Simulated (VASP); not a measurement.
# MoH2 (P6/mmm) in VASP: further runs

MoH2 is run at these levels: PBE; tasks: single point, relaxation of cell and atoms.

Everything below comes from runs of VASP 6.6.1. Logs are shortened: lines on timing, memory, paths and dates and some standing lists are left out, and cuts for length are marked.

## Step 1: The cell of the first run

It takes space group P6/mmm (No. 191, hexagonal). The conventional cell has a = 2.830 Å, b = 2.830 Å, c = 2.984 Å, α = 90.00°, β = 90.00°, γ = 120.00°. H (site symmetry -6m2) has 3 H at 1.63 Å within 2.2 Å. Within 2.9 Å of Mo (site symmetry 6/mmm) lie 12 H at 2.21 Å and 6 Mo at 2.83 Å.

## Step 2: Single point, PBE

Input file INCAR:

```
SYSTEM = MoH2
ALGO = Normal
EDIFF = 1E-7
ENCUT = 520
GGA = PE
ISIF = 2
ISMEAR = 0
LASPH = .True.
LCHARG = .False.
LREAL = .False.
LWAVE = .False.
NBANDS = 15
NELM = 80
PREC = Accurate
SIGMA = 0.1
```

Input file KPOINTS:

```
k-points
0
Gamma
  6 6 6
  0 0 0
```

Input file POSCAR:

```
MoH2
1.0
    2.8303384720     -0.0000000026      0.0000000000
   -1.4151692338      2.4511450194      0.0000000000
    0.0000000000      0.0000000000      2.9840274928
H Mo
2 1
Direct
    0.3333333333      0.6666666667      0.5000000000
    0.6666666667      0.3333333333      0.5000000000
    0.0000000000      0.0000000000      0.0000000000
```

Potentials or basis: VASP PAW PBE potentials, release 64 (H, Mo_sv).

On the command line:

```bash
> cat potpaw_PBE.64/H/POTCAR potpaw_PBE.64/Mo_sv/POTCAR > POTCAR
> mpirun -np 1 vasp_std > vasp.out
```

OUTCAR:

```text
SYSTEM = MoH2
   EDIFF = 1E-7
   ENCUT = 520
   GGA = PE
   ISIF = 2
   ISMEAR = 0
   LASPH = .True.
   LREAL = .False.
   NELM = 80
   PREC = Accurate

 ion  position               nearest neighbor table
   1  0.333  0.667  0.500-
   2  0.667  0.333  0.500-
   3  0.000  0.000  0.000-

  LATTYP: Found a hexagonal cell.
 ALAT       =     2.8303384720
 C/A-ratio  =     1.0543005801

  Lattice vectors:

 A1 = (   2.8303384720,  -0.0000000026,   0.0000000000)
 A2 = (  -1.4151692338,   2.4511450194,   0.0000000000)
 A3 = (   0.0000000000,   0.0000000000,   2.9840274928)

Analysis of symmetry for initial positions (statically):
=====================================================================
 Subroutine PRICEL returns:
 Original cell was already a primitive cell.

 Routine SETGRP: Setting up the symmetry group for a
 hexagonal supercell.

 Subroutine GETGRP returns: Found 24 space group operations
 (whereof 24 operations were pure point group operations)
 out of a pool of 24 trial point group operations.

The static configuration has the point symmetry D_6h.

Analysis of symmetry for dynamics (positions and initial velocities):
=====================================================================
 Subroutine PRICEL returns:
 Original cell was already a primitive cell.

 Routine SETGRP: Setting up the symmetry group for a
 hexagonal supercell.

 Subroutine GETGRP returns: Found 24 space group operations
 (whereof 24 operations were pure point group operations)
 out of a pool of 24 trial point group operations.

The dynamic configuration has the point symmetry D_6h.

 Subroutine INISYM returns: Found 24 space group operations
 (whereof 24 operations are pure point group operations),
 and found     1 'primitive' translations

----------------------------------------------------------------------------------------

                                     Primitive cell

  volume of cell :      20.7019

  direct lattice vectors                    reciprocal lattice vectors
     2.830338472 -0.000000003  0.000000000     0.353314634  0.203986298  0.000000000
    -1.415169234  2.451145019  0.000000000     0.000000000  0.407972598  0.000000000
     0.000000000  0.000000000  2.984027493     0.000000000  0.000000000  0.335117556

  length of vectors
     2.830338472  2.830338472  2.984027493     0.407972598  0.407972598  0.335117556

  position of ions in fractional coordinates (direct lattice)
     0.333333333  0.666666667  0.500000000
     0.666666667  0.333333333  0.500000000
     0.000000000  0.000000000  0.000000000

  ion indices of the primitive-cell ions
   primitive index   ion index
                 1           1
                 2           2
                 3           3

----------------------------------------------------------------------------------------

 KPOINTS: k-points

Automatic generation of k-mesh.
 Grid dimensions read from file:
 generate k-points for:    6    6    6

 Generating k-lattice:

  Cartesian coordinates                     Fractional coordinates (reciprocal lattice)
     0.058885772  0.033997716  0.000000000     0.166666667 -0.000000000  0.000000000
     0.000000000  0.067995433  0.000000000    -0.000000000  0.166666667  0.000000000
     0.000000000  0.000000000  0.055852926     0.000000000  0.000000000  0.166666667

  Length of vectors
     0.067995433  0.067995433  0.055852926

  Shift w.r.t. Gamma in fractional coordinates (k-lattice)
     0.000000000  0.000000000  0.000000000

 Subroutine IBZKPT returns following result:
 ===========================================

 Found     28 irreducible k-points:

 Following reciprocal coordinates:
            Coordinates               Weight
  0.000000  0.000000  0.000000      1.000000
  0.166667  0.000000  0.000000      6.000000
  0.333333  0.000000  0.000000      6.000000
  0.500000  0.000000  0.000000      3.000000
  0.166667  0.166667  0.000000      6.000000
  0.333333  0.166667  0.000000     12.000000
[... 16 lines left out ...]
  0.166667  0.000000  0.500000      6.000000
  0.333333  0.000000  0.500000      6.000000
 [... further k-points ...]
   k-points           NKPTS =     28   k-points in BZ     NKDIM =     28   number of bands    NBANDS=     15
   number of dos      NEDOS =    301   number of ions     NIONS =      3
   total plane-waves  NPLWV =  13824
   dimension x,y,z NGX =    24 NGY =   24 NGZ =   24
   dimension x,y,z NGXF=    48 NGYF=   48 NGZF=   48
   ions per type =               2   1
   NGX,Y,Z   is equivalent  to a cutoff of  14.10, 14.10, 13.37 a.u.
   NGXF,Y,Z  is equivalent  to a cutoff of  28.19, 28.19, 26.74 a.u.
 SYSTEM =  MoH2
   PREC   = accura    normal or accurate (medium, high low for compatibility)
   ISTART =      0    job   : 0-new  1-cont  2-samecut
   ICHARG =      2    charge: 1-file 2-atom 10-const
   ISPIN  =      1    spin polarized calculation?
   LNONCOLLINEAR =      F non collinear calculations
   LSORBIT =      F    spin-orbit coupling
   LASPH  =      T    aspherical Exc in radial PAW
   ENCUT  =  520.0 eV  38.22 Ry    6.18 a.u.   5.26  5.26  5.55*2*pi/ulx,y,z
   NELM   =     80;   NELMIN=  2; NELMDL= -5     # of ELM steps
   EDIFF  = 0.1E-06   stopping-criterion for ELM
   LREAL  =      F    real-space projection
   EDIFFG = 0.1E-05   stopping-criterion for IOM
   NSW    =      0    number of steps for IOM
   IBRION =     -1    ionic relax: 0-MD 1-quasi-New 2-CG
   NFREE  =      0    steps in history (QN), initial steepest desc. (CG)
   ISIF   =      2    stress and relaxation
   ISYM   =      2    0-nonsym 1-usesym 2-fastsym
   POTIM  = 0.5000    time-step for ionic-motion
   TEBEG  =    0.0;   TEEND  =   0.0 temperature during run
   PSTRESS=    0.0 pullay stress
   NELECT =      16.0000    total number of electrons
   NUPDOWN=      -1.0000    fix difference up-down
   EMIN   =  10.00;   EMAX   =-10.00  energy-range for DOS
   EFERMI =   0.00;   METHOD = LEGACY
   ISMEAR =     0;   SIGMA  =   0.10  broadening in eV -4-tet -1-fermi 0-gaus
   EFERMI_NEDOS =   21; number of points for ismear=-14 and -15
   IALGO  =     38    algorithm
   IMIX   =      4    mixing-type and parameters
     AMIX     =   0.40;   BMIX     =  1.00
     AMIX_MAG =   1.60;   BMIX_MAG =  1.00
  volume/ion in A,a.u.               =       6.90        46.57
  Fermi-wavevector in a.u.,A,eV,Ry     =   1.502374  2.839075 30.710090  2.257128
  Thomas-Fermi vector in A             =   2.613623
   LORBIT       =      0    0 simple, 1 ext, 2 COOP (PROOUT), +10 PAW based schemes
   GGA     = PE    functional components
   LHFCALC =     F    Hartree Fock is set to
   AEXX    =    0.0000 exact exchange contribution
   IVDW    =     0    specifies the selected vdW correction
   LEPSILON=     F    determine dielectric tensor
   LRPA    =     F    only Hartree local field effects (RPA)
 non-spin polarized calculation
 Gauss-broadening in eV      SIGMA  =   0.10
  energy-cutoff  :      520.00
  volume of cell :       20.70
 maximum number of plane-waves:       571
 NGX is ok and might be reduce to    24
   NGX = 11   NGY = 11   NGZ = 11

 number of electron      16.0000004 magnetization

 Free energy of the ion-electron system (eV)
  ---------------------------------------------------
  ext. energy  EPLUGINS =         0.00000000
  ---------------------------------------------------
  free energy    TOTEN  =       -15.75031096 eV

  energy without entropy =      -15.73618132  energy(sigma->0) =      -15.74324614

 E-fermi :  10.7604     XC(G=0): -12.9284

 val. band max:       10.6714884839   @ k =   0.3333   0.1667   0.3333
 cond. band min:      10.7616840236   @ k =   0.1667   0.0000   0.3333
 fundamental gap:      0.0901955397
 Fermi energy:        10.7604043881

 k-point     1 :       0.0000    0.0000    0.0000
  band No.  band energies     occupation
      1     -50.3124      2.00000
      2     -24.2699      2.00000
      3     -23.8427      2.00000
      4     -23.8427      2.00000
      5      -1.3987      2.00000
      6       6.7572      2.00000
      7       9.5808      2.00000
      8       9.5808      2.00000
      9      13.1295      0.00000
     10      13.1295      0.00000
     11      14.9424      0.00000
     12      18.8455      0.00000
     13      21.5398      0.00000
     14      27.3554      0.00000
     15      27.3554      0.00000

 k-point     2 :       0.1667    0.0000    0.0000
  band No.  band energies     occupation
      1     -50.2743      2.00000
      2     -24.2348      2.00000
      3     -24.1163      2.00000
      4     -23.9037      2.00000
      5      -0.6272      2.00000
      6       7.2756      2.00000
      7       8.1338      2.00000
      8      10.4428      1.99999
      9      11.7137      0.00000
     10      12.9287      0.00000
     11      15.8387      0.00000
     12      19.7704      0.00000
     13      21.0435      0.00000
     14      24.7552      0.00000
     15      26.3893      0.00000

 k-point     3 :       0.3333    0.0000    0.0000
  band No.  band energies     occupation
      1     -50.1971      2.00000
      2     -24.6392      2.00000
      3     -24.1639      2.00000
      4     -24.0238      2.00000
      5       1.3724      2.00000
      6       5.8038      2.00000
      7       8.1764      2.00000
      8       9.9880      2.00000
      9      12.5529      0.00000
     10      12.6635      0.00000
     11      15.4791      0.00000
     12      18.7959      0.00000
     13      21.8575      0.00000
     14      24.1497      0.00000
     15      25.5062      0.00000
[... 343 lines left out ...]
 k-point    23 :       0.1667    0.0000    0.5000
  band No.  band energies     occupation
      1     -50.2301      2.00000
      2     -24.7343      2.00000
      3     -24.0661      2.00000
      4     -23.8660      2.00000
      5       1.3902      2.00000
      6       6.7440      2.00000
      7       9.4697      2.00000
      8      10.9230      0.02150
      9      11.0769      0.00001
     10      11.1920      0.00000
     11      14.7873      0.00000
     12      15.0591      0.00000
     13      25.2347      0.00000
     14      26.1963      0.00000
     15      26.2244      0.00000

 k-point    24 :       0.3333    0.0000    0.5000
  band No.  band energies     occupation
      1     -50.1551      2.00000
      2     -24.6221      2.00000
      3     -24.5644      2.00000
      4     -23.9827      2.00000
      5       1.5227      2.00000
      6       7.1152      2.00000
      7       9.1124      2.00000
      8      10.3734      2.00000
      9      11.0580      0.00003
     10      13.0435      0.00000
     11      15.2602      0.00000
     12      15.3713      0.00000
     13      22.0795      0.00000
     14      26.4389      0.00000
     15      28.1032      0.00000

 [... further k-points ...]

------------------------ aborting loop because EDIFF is reached ----------------------------------------

  FORCE on cell =-STRESS in cart. coord.  units (eV):
  Direction    XX          YY          ZZ          XY          YZ          ZX
  --------------------------------------------------------------------------------------
  -------------------------------------------------------------------------------------
  Total       -0.0107625     -0.0107625     -0.0058476      0.0000000     -0.0000000      0.0000000
  in kB       -0.8329418     -0.8329418     -0.4525601      0.0000000     -0.0000000      0.0000000
  external PRESSURE =      -0.7061479 kB  Pullay stress =       0.0000000 kB

 VOLUME and BASIS-vectors are now :
 -----------------------------------------------------------------------------
  energy-cutoff  :      520.00
  volume of cell :       20.70
      direct lattice vectors                 reciprocal lattice vectors
     2.830338472 -0.000000003  0.000000000     0.353314634  0.203986298  0.000000000
    -1.415169234  2.451145019  0.000000000     0.000000000  0.407972598  0.000000000
     0.000000000  0.000000000  2.984027493     0.000000000  0.000000000  0.335117556

 POSITION                                       TOTAL-FORCE (eV/Angst)
 -----------------------------------------------------------------------------------
      0.00000      1.63410      1.49201        -0.000000     -0.000000      0.000000
      1.41517      0.81705      1.49201         0.000000      0.000000      0.000000
      0.00000      0.00000      0.00000        -0.000000      0.000000      0.000000
 -----------------------------------------------------------------------------------
    total drift:                               -0.000000      0.000000      0.000000

  FREE ENERGIE OF THE ION-ELECTRON SYSTEM (eV)
  ---------------------------------------------------
  free  energy   TOTEN  =       -15.7503109635 eV

  energy  without entropy=      -15.7361813211  energy(sigma->0) =      -15.74324614
```

Wall time 15 s (1 thread of Intel Xeon 6975P-C, shared host); peak memory 0.14 GiB.

What came out:

```yaml
Free_energy: -15.7503 eV
Pressure: -0.1 GPa
Band_gap_on_the_k_mesh: zero (band 8 reaches 10.92 eV, above the bottom of band 9 at 9.89 eV)
```

Levels at points of the mesh, in eV from the Fermi level:
| k point | band 5 | band 6 | band 7 | band 8 | band 9 | band 10 | band 11 | band 12 |
| --- | --- | --- | --- | --- | --- | --- | --- | --- |
| (0.00, 0.00, 0.00) | -12.16 | -4.00 | -1.18 | -1.18 | 2.37 | 2.37 | 4.18 | 8.09 |
| (0.50, 0.00, 0.00) | -7.16 | -6.71 | -3.09 | -1.42 | 1.62 | 3.61 | 4.93 | 9.41 |
| (0.00, 0.00, 0.50) | -9.38 | -5.02 | -0.69 | -0.69 | 0.72 | 0.72 | 4.16 | 5.61 |
| (0.50, 0.00, 0.50) | -9.09 | -4.06 | -2.84 | -0.70 | 3.45 | 3.75 | 3.79 | 6.22 |

Caveat: the k points lie up to 0.43 Å⁻¹ apart.

## Step 3: Single point, PBE

This run uses another cell than the first one, of 9.96 Å³/atom, 1.444 times its volume.

Input file INCAR:

```
ALGO     = Normal         # electronic algorithm
EDIFF    = 1E-7           # SCF threshold, eV
ENCUT    = 520            # plane-wave cutoff, eV
GGA      = PE             # functional
ISIF     = 2              # what is computed and relaxed
ISMEAR   = 0              # smearing method
LASPH    = T              # aspherical terms in the spheres
LCHARG   = T              # write CHGCAR
LELF     = T              # ELF
LREAL    = F              # projectors in reciprocal space
LVHAR    = T            
LWAVE    = F              # write WAVECAR
NBANDS   = 15             # bands
NELM     = 100            # most SCF steps
PREC     = Accurate       # precision mode
SIGMA    = 0.1            # smearing width, eV
```

Input file KPOINTS:

```
k-points
0
Gamma
  6 6 6
```

Input file POSCAR:

```
MoH2
1.0
    3.1376458100      0.0000000000      0.0000000000
   -1.5688229000      2.7172809800      0.0000000000
    0.0000000000      0.0000000000      3.5061945400
H Mo
2 1
Direct
    0.3333333300      0.6666666700      0.5000000000
    0.6666666700      0.3333333300      0.5000000000
    0.0000000000      0.0000000000      0.0000000000
```

Potentials or basis: VASP PAW PBE potentials, release 64 (H, Mo_sv).

On the command line:

```bash
> cat potpaw_PBE.64/H/POTCAR potpaw_PBE.64/Mo_sv/POTCAR > POTCAR
> mpirun -np 1 vasp_std > vasp.out
```

Run time: 21 s. Hardware: 1 thread of Intel Xeon 6975P-C, shared host; peak memory 0.15 GiB.

Results (log left out):

* Free energy: -14.3526 eV
* Pressure: -35.9 GPa
* Band gap on the k mesh: zero (band 8 reaches 6.34 eV, above the bottom of band 9 at 5.58 eV)

Stress tensor (GPa, compression positive):
```
-36.02   0.00   0.00
  0.00 -36.02   0.00
  0.00   0.00 -35.65
```

Levels at points of the mesh, in eV from the Fermi level:
| k point | band 6 | band 7 | band 8 | band 9 | band 10 | band 11 |
| --- | --- | --- | --- | --- | --- | --- |
| (0.00, 0.00, 0.00) | -2.64 | -0.60 | -0.60 | 1.30 | 1.30 | 3.99 |
| (0.50, 0.00, 0.00) | -4.86 | -1.83 | -1.11 | 0.84 | 2.29 | 3.07 |
| (0.00, 0.00, 0.50) | -3.95 | -0.41 | -0.41 | 0.66 | 0.66 | 1.73 |
| (0.50, 0.00, 0.50) | -2.69 | -1.95 | -0.13 | 1.67 | 2.33 | 2.52 |

Caveat: the k points lie up to 0.39 Å⁻¹ apart.

(Continued in part 2 of 2.)
